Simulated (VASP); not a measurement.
A run of VASP 6.6.1 is set up as follows.

INCAR

```
PREC = Accurate
ENCUT = 520
EDIFF = 1E-8
ISMEAR = -1
SIGMA = 0.03
LREAL = False
LASPH = True
NELM = 80
ALGO = Normal
ISIF = 2
LWAVE = False
LCHARG = False
LEFG = True
NBANDS = 18
```

The input KPOINTS:

```
regular mesh
0
Gamma
  12 12 12
```

The input POSCAR:

```
ZnAg
1.0
    3.1769012714      0.0000000000      0.0000000000
    0.0000000000      3.1769012714      0.0000000000
    0.0000000000      0.0000000000      3.1769012714
Zn Ag
1 1
Direct
    0.5000000000      0.5000000000      0.5000000000
    0.0000000000      0.0000000000      0.0000000000
```

Potentials or basis: VASP PAW LDA potentials, release 64 (Zn, Ag).

Run with:

```console
$ cat potpaw_LDA.64/Zn/POTCAR potpaw_LDA.64/Ag/POTCAR > POTCAR
$ mpirun -np 1 vasp_std > vasp.out
```

Question: What does it give for the pressure?

Answer: -9.3 GPa.

Caveat: without QUAD_EFG the Cq values of the log hold for a quadrupole moment of 1 mb, not for the nuclei.
